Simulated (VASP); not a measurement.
# B2Se (Cmmm) in VASP: further runs

B2Se is run at these levels: PBE; tasks: relaxation of cell and atoms, single point.

Everything below comes from runs of VASP 6.6.1. Logs are shortened: lines on timing, memory, paths and dates and some standing lists are left out, and cuts for length are marked.

**1. The cell of the first run**

Symmetry: Cmmm, No. 65, orthorhombic system. Conventional cell: a = 2.767 Å, b = 5.692 Å, c = 4.523 Å, α = 90.00°, β = 90.00°, γ = 90.00°. Within 2.3 Å of B (site symmetry m2m) lie 3 B at 1.74 to 1.77 Å. Se (site symmetry mmm) has 12 B at 2.42 to 3.31 Å and 6 Se at 2.77 to 3.16 Å within 3.4 Å.

The cell was generated, and may not be a known phase.

**2. Relaxation of cell and atoms, PBE**

File INCAR:

```
SYSTEM = B2Se
PREC = Accurate
ENCUT = 600
EDIFF = 1E-6
ISMEAR = 0
SIGMA = 0.1
LREAL = .False.
LASPH = .True.
NELM = 60
ALGO = Normal
ISIF = 3
LWAVE = .False.
LCHARG = .False.
GGA = PE
IBRION = 2
NSW = 90
EDIFFG = -0.04
```

File KPOINTS:

```
Automatic mesh
0
Gamma
  8 8 4
  0 0 0
```

File POSCAR:

```
B2Se
1.0
    1.3835130164     -2.8457501969      0.0000000000
    1.3835130164      2.8457501969      0.0000000000
    0.0000000000      0.0000000000      4.5232594925
B Se
2 1
Direct
    0.8470063580      0.1529936420      0.0000000000
    0.1529936420      0.8470063580      0.0000000000
    0.0000000000      0.0000000000      0.5000000000
```

Potentials or basis: VASP PAW PBE potentials, release 64 (B, Se).

The run is started by

```bash
$ cat potpaw_PBE.64/B/POTCAR potpaw_PBE.64/Se/POTCAR > POTCAR
$ mpirun -np 1 vasp_std > vasp.out
```

OUTCAR:

```text
SYSTEM = B2Se
   PREC = Accurate
   ENCUT = 600
   EDIFF = 1E-6
   ISMEAR = 0
   LREAL = .False.
   LASPH = .True.
   NELM = 60
   ISIF = 3
   GGA = PE
   IBRION = 2
   NSW = 90
   EDIFFG = -0.04

 ion  position               nearest neighbor table
   1  0.847  0.153  0.000-   2 1.74   2 1.77   2 1.77   3 2.42   3 2.42
   2  0.153  0.847  0.000-   1 1.74   1 1.77   1 1.77   3 2.42   3 2.42
   3  0.000  0.000  0.500-   1 2.42   2 2.42   1 2.42   2 2.42

  LATTYP: Found a base centered orthorhombic cell.
 ALAT       =     2.7670260328
 B/A-ratio  =     2.0569016433
 C/A-ratio  =     1.6347007361

  Lattice vectors:

 A1 = (   1.3835130164,  -2.8457501969,   0.0000000000)
 A2 = (   1.3835130164,   2.8457501969,   0.0000000000)
 A3 = (   0.0000000000,   0.0000000000,   4.5232594925)

Analysis of symmetry for initial positions (statically):
=====================================================================
 Subroutine PRICEL returns:
 Original cell was already a primitive cell.

 Routine SETGRP: Setting up the symmetry group for a
 base centered orthorhombic supercell.

 Subroutine GETGRP returns: Found  8 space group operations
 (whereof  8 operations were pure point group operations)
 out of a pool of  8 trial point group operations.

The static configuration has the point symmetry D_2h.

Analysis of symmetry for dynamics (positions and initial velocities):
=====================================================================
 Subroutine PRICEL returns:
 Original cell was already a primitive cell.

 Routine SETGRP: Setting up the symmetry group for a
 base centered orthorhombic supercell.

 Subroutine GETGRP returns: Found  8 space group operations
 (whereof  8 operations were pure point group operations)
 out of a pool of  8 trial point group operations.

The dynamic configuration has the point symmetry D_2h.

 Subroutine INISYM returns: Found  8 space group operations
 (whereof  8 operations are pure point group operations),
 and found     1 'primitive' translations

----------------------------------------------------------------------------------------

                                     Primitive cell

  volume of cell :      35.6173

  direct lattice vectors                    reciprocal lattice vectors
     1.383513016 -2.845750197  0.000000000     0.361398841 -0.175700594  0.000000000
     1.383513016  2.845750197  0.000000000     0.361398841  0.175700594  0.000000000
     0.000000000  0.000000000  4.523259493     0.000000000  0.000000000  0.221079512

  length of vectors
     3.164238052  3.164238052  4.523259493     0.401845518  0.401845518  0.221079512

  position of ions in fractional coordinates (direct lattice)
     0.847006358  0.152993642  0.000000000
     0.152993642  0.847006358  0.000000000
     0.000000000  0.000000000  0.500000000

  ion indices of the primitive-cell ions
   primitive index   ion index
                 1           1
                 2           2
                 3           3

----------------------------------------------------------------------------------------

 KPOINTS: Automatic mesh

Automatic generation of k-mesh.
 Grid dimensions read from file:
 generate k-points for:    8    8    4

 Generating k-lattice:

  Cartesian coordinates                     Fractional coordinates (reciprocal lattice)
     0.045174855 -0.021962574  0.000000000     0.125000000  0.000000000  0.000000000
     0.045174855  0.021962574  0.000000000     0.000000000  0.125000000  0.000000000
     0.000000000  0.000000000  0.055269878     0.000000000  0.000000000  0.250000000

  Length of vectors
     0.050230690  0.050230690  0.055269878

  Shift w.r.t. Gamma in fractional coordinates (k-lattice)
     0.000000000  0.000000000  0.000000000

 Subroutine IBZKPT returns following result:
 ===========================================

 Found     63 irreducible k-points:

 Following reciprocal coordinates:
            Coordinates               Weight
  0.000000  0.000000  0.000000      1.000000
  0.125000  0.000000  0.000000      4.000000
  0.250000  0.000000  0.000000      4.000000
  0.375000  0.000000  0.000000      4.000000
  0.500000  0.000000  0.000000      2.000000
  0.125000  0.125000  0.000000      2.000000
[... 16 lines left out ...]
  0.125000  0.000000  0.250000      8.000000
  0.250000  0.000000  0.250000      8.000000
 [... further k-points ...]
   k-points           NKPTS =     63   k-points in BZ     NKDIM =     63   number of bands    NBANDS=     10
   number of dos      NEDOS =    301   number of ions     NIONS =      3
   total plane-waves  NPLWV =  28224
   dimension x,y,z NGX =    28 NGY =   28 NGZ =   36
   dimension x,y,z NGXF=    56 NGYF=   56 NGZF=   72
   ions per type =               2   1
   NGX,Y,Z   is equivalent  to a cutoff of  14.71, 14.71, 13.23 a.u.
   NGXF,Y,Z  is equivalent  to a cutoff of  29.42, 29.42, 26.46 a.u.
 SYSTEM =  B2Se
   PREC   = accura    normal or accurate (medium, high low for compatibility)
   ISTART =      0    job   : 0-new  1-cont  2-samecut
   ICHARG =      2    charge: 1-file 2-atom 10-const
   ISPIN  =      1    spin polarized calculation?
   LNONCOLLINEAR =      F non collinear calculations
   LSORBIT =      F    spin-orbit coupling
   LASPH  =      T    aspherical Exc in radial PAW
   ENCUT  =  600.0 eV  44.10 Ry    6.64 a.u.   6.32  6.32  9.03*2*pi/ulx,y,z
   NELM   =     60;   NELMIN=  2; NELMDL= -5     # of ELM steps
   EDIFF  = 0.1E-05   stopping-criterion for ELM
   LREAL  =      F    real-space projection
   EDIFFG = -.4E-01   stopping-criterion for IOM
   NSW    =     90    number of steps for IOM
   IBRION =      2    ionic relax: 0-MD 1-quasi-New 2-CG
   NFREE  =      1    steps in history (QN), initial steepest desc. (CG)
   ISIF   =      3    stress and relaxation
   ISYM   =      2    0-nonsym 1-usesym 2-fastsym
   POTIM  = 0.5000    time-step for ionic-motion
   TEBEG  =    0.0;   TEEND  =   0.0 temperature during run
   PSTRESS=    0.0 pullay stress
   NELECT =      12.0000    total number of electrons
   NUPDOWN=      -1.0000    fix difference up-down
   EMIN   =  10.00;   EMAX   =-10.00  energy-range for DOS
   EFERMI =   0.00;   METHOD = LEGACY
   ISMEAR =     0;   SIGMA  =   0.10  broadening in eV -4-tet -1-fermi 0-gaus
   EFERMI_NEDOS =   21; number of points for ismear=-14 and -15
   IALGO  =     38    algorithm
   IMIX   =      4    mixing-type and parameters
     AMIX     =   0.40;   BMIX     =  1.00
     AMIX_MAG =   1.60;   BMIX_MAG =  1.00
  volume/ion in A,a.u.               =      11.87        80.12
  Fermi-wavevector in a.u.,A,eV,Ry     =   1.139151  2.152684 17.655813  1.297666
  Thomas-Fermi vector in A             =   2.275855
   LORBIT       =      0    0 simple, 1 ext, 2 COOP (PROOUT), +10 PAW based schemes
   GGA     = PE    functional components
   LHFCALC =     F    Hartree Fock is set to
   AEXX    =    0.0000 exact exchange contribution
   IVDW    =     0    specifies the selected vdW correction
   LEPSILON=     F    determine dielectric tensor
   LRPA    =     F    only Hartree local field effects (RPA)
 conjugate gradient relaxation of ions
 non-spin polarized calculation
 Gauss-broadening in eV      SIGMA  =   0.10
  energy-cutoff  :      600.00
  volume of cell :       35.62
 maximum number of plane-waves:      1208
 NGX is ok and might be reduce to    28
   NGX = 13   NGY = 13   NGZ = 19

--------------------------------------- Ionic step        1  -------------------------------------------

 number of electron      11.9999999 magnetization

 Free energy of the ion-electron system (eV)
  ---------------------------------------------------
  ext. energy  EPLUGINS =         0.00000000
  ---------------------------------------------------
  free energy    TOTEN  =       -14.99051195 eV

  energy without entropy =      -14.98619727  energy(sigma->0) =      -14.98835461

------------------------ aborting loop because EDIFF is reached ----------------------------------------

  FORCE on cell =-STRESS in cart. coord.  units (eV):
  Direction    XX          YY          ZZ          XY          YZ          ZX
  --------------------------------------------------------------------------------------
  -------------------------------------------------------------------------------------
  Total       -0.2957235      0.5697328     -0.6883449     -0.0000000      0.0000000      0.0000000
  in kB      -13.3025488     25.6283290    -30.9638653     -0.0000000      0.0000000      0.0000000
  external PRESSURE =      -6.2126950 kB  Pullay stress =       0.0000000 kB
[... 170 lines left out ...]
  energy  without entropy=      -15.0021987748  energy(sigma->0) =      -15.00350204

--------------------------------------- Ionic step        6  -------------------------------------------

 number of electron      12.0000000 magnetization

 Free energy of the ion-electron system (eV)
  ---------------------------------------------------
  ext. energy  EPLUGINS =         0.00000000
  ---------------------------------------------------
  free energy    TOTEN  =       -15.00504077 eV

  energy without entropy =      -15.00267563  energy(sigma->0) =      -15.00385820

 E-fermi :   5.6246     XC(G=0): -11.0954

 val. band max:        5.6087587694   @ k =   0.5000   0.2500   0.0000
 cond. band min:       5.6463034102   @ k =  -0.3750   0.2500   0.5000
 fundamental gap:      0.0375446409
 Fermi energy:         5.6246430025

 k-point     1 :       0.0000    0.0000    0.0000
  band No.  band energies     occupation
      1     -10.4552      2.00000
      2      -3.5036      2.00000
      3      -1.7542      2.00000
      4       4.1806      2.00000
      5       5.9529      0.00000
      6       8.8083      0.00000
      7       9.2950      0.00000
      8      11.9474      0.00000
      9      13.2704      0.00000
     10      13.5221      0.00000
[... 287 lines left out ...]
 k-point    24 :       0.2500    0.0000    0.2500
  band No.  band energies     occupation
      1      -8.9927      2.00000
      2      -4.2271      2.00000
      3       1.4320      2.00000
      4       3.0124      2.00000
      5       4.3980      2.00000
      6       5.2641      2.00000
      7       5.4387      1.99146
      8      10.5119      0.00000
      9      11.6494      0.00000
     10      12.7340      0.00000

 [... further k-points ...]
[... 5 lines left out ...]
  --------------------------------------------------------------------------------------
  -------------------------------------------------------------------------------------
  Total        0.0314511      0.0180884      0.0224651      0.0000000      0.0000000      0.0000000
  in kB        1.4349266      0.8252678      1.0249497      0.0000000      0.0000000      0.0000000
  external PRESSURE =       1.0950480 kB  Pullay stress =       0.0000000 kB
[... 18 lines left out ...]
  FREE ENERGIE OF THE ION-ELECTRON SYSTEM (eV)
  ---------------------------------------------------
  free  energy   TOTEN  =       -15.0050407697 eV

  energy  without entropy=      -15.0026756329  energy(sigma->0) =      -15.00385820

 reached required accuracy - stopping structural energy minimisation
```

It took 50 s on 1 thread of Intel Xeon 6975P-C (Granite Rapids), shared host; peak memory 0.19 GiB.

What came out:

* Free energy: -15.0050 eV
* Relaxed volume: 11.71 Å³/atom
* Relaxed cell: a = 3.197 Å, b = 3.197 Å, c = 4.451 Å, α = 90.00°, β = 90.00°, γ = 129.47°
* Space group after relaxing (to 0.1 Å): Cmmm (No. 65)
* Energy gained by relaxing: 4.8 meV/atom
* Ionic steps: 6
* Pressure after relaxing: 0.1 GPa
* Largest force after relaxing: 0.011 eV/Å
* Band gap on the k mesh: zero (bands 6 and 7 overlap by 4.68 eV)

Forces on the atoms (eV/Å):
```
B    0.000  0.011  0.000
B    0.000 -0.011  0.000
Se   0.000  0.000  0.000
```

Step by step:
| step | energy change (eV) | largest force (eV/Å) | pressure (GPa) | volume (Å³) |
| --- | --- | --- | --- | --- |
| 1 | 0.0000 | 0.1817 | -0.62 | 35.62 |
| 2 | -0.0115 | 0.0185 | -0.38 | 35.38 |
| 3 | -0.0129 | 0.1351 | -0.29 | 35.25 |
| 4 | -0.0133 | 0.1743 | 0.22 | 35.05 |
| 5 | -0.0143 | 0.0302 | -0.05 | 35.14 |
| 6 | -0.0145 | 0.0105 | 0.11 | 35.12 |

Final structure:
```
B Se
1.0
     1.36452   -2.89097    0.00000
     1.36452    2.89097    0.00000
     0.00000    0.00000    4.45104
B Se
2 1
Direct
  0.84913 0.15087 0.00000
  0.15087 0.84913 0.00000
  0.00000 0.00000 0.50000
```

Levels at points of the mesh, in eV from the Fermi level:
```
           k point  band 2  band 3  band 4  band 5  band 6  band 7  band 8  band 9  band 10
(0.00, 0.00, 0.00)   -9.13   -7.38   -1.44    0.33    3.18    3.67    6.32    7.65     7.90
(0.50, 0.00, 0.00)   -7.78   -5.19   -4.40   -3.77   -2.48   -0.78    2.10    6.55     7.47
(0.50, 0.50, 0.00)   -9.31   -5.98   -4.77   -3.66   -1.24    0.32    4.05    7.86    10.32
(0.00, 0.00, 0.50)  -12.10   -2.20   -0.63    0.41    1.04    3.24    4.09    5.91     7.71
(0.50, 0.00, 0.50)   -8.25   -6.33   -6.18   -2.72   -1.17    2.64    3.07    4.15     6.19
(0.50, 0.50, 0.50)   -9.02   -8.33   -6.78    0.94    1.66    2.86    3.53    3.59     8.84
```

**3. Single point, PBE**

This run uses another cell than the first one, of 11.54 Å³/atom.

File INCAR:

```
ALGO = Normal
EDIFF = 1E-6
ENCUT = 520
GGA = PE
ISIF = 2
ISMEAR = 0
LASPH = True
LCHARG = False
LREAL = False
LWAVE = False
NBANDS = 13
NELM = 80
PREC = Accurate
SIGMA = 0.1
```

File KPOINTS:

```
k-points
0
Gamma
  18 18 10
```

File POSCAR:

```
B2Se
1.0
    1.2967391721     -3.0029375556      0.0000000000
    1.2967391721      3.0029375556      0.0000000000
    0.0000000000      0.0000000000      4.4447972003
B Se
2 1
Direct
    0.8536370894      0.1463629106      0.0000000000
    0.1463629106      0.8536370894      0.0000000000
    0.0000000000      0.0000000000      0.5000000000
```

Potentials or basis: VASP PAW PBE potentials, release 64 (B, Se).

The run is started by

```bash
$ cat potpaw_PBE.64/B/POTCAR potpaw_PBE.64/Se/POTCAR > POTCAR
$ mpirun -np 1 vasp_std > vasp.out
```

It took 79 s on 1 thread of Intel Xeon 6975P-C (Granite Rapids), shared host; peak memory 0.35 GiB.

Results (log left out):

```yaml
Free_energy: -14.9696 eV
Pressure: 0.0 GPa
Largest_force: 0.003 eV/Å
Band_gap_on_the_k_mesh: zero (bands 6 and 7 overlap by 5.90 eV)
```

Forces on the atoms (eV/Å):
```
B    0.000  0.003  0.000
B    0.000 -0.003  0.000
Se   0.000  0.000  0.000
```

Levels at points of the mesh, in eV from the Fermi level:
```csv
k point,band 2,band 3,band 4,band 5,band 6,band 7,band 8,band 9,band 10,band 11
"(0.00, 0.00, 0.00)",-9.66,-7.68,-2.55,-0.57,4.06,4.68,5.72,6.69,6.71,8.26
"(0.50, 0.00, 0.00)",-8.08,-5.18,-4.36,-4.32,-2.96,-0.83,2.10,5.62,7.26,7.27
"(0.50, 0.50, 0.00)",-9.91,-6.66,-5.36,-3.94,-1.69,1.41,5.31,9.20,9.89,13.70
"(0.00, 0.00, 0.50)",-12.57,-3.26,-1.08,-0.40,0.63,4.10,4.42,5.22,6.99,7.88
"(0.50, 0.00, 0.50)",-8.20,-6.61,-6.60,-3.31,-1.33,2.60,3.21,3.22,6.00,6.77
"(0.50, 0.50, 0.50)",-9.69,-9.10,-6.93,1.22,1.91,2.93,3.15,4.29,8.33,11.06
```

(Part 1 of 2 ends here.)

The gap in the log of VASP goes by the Fermi energy; the results here count the filled bands.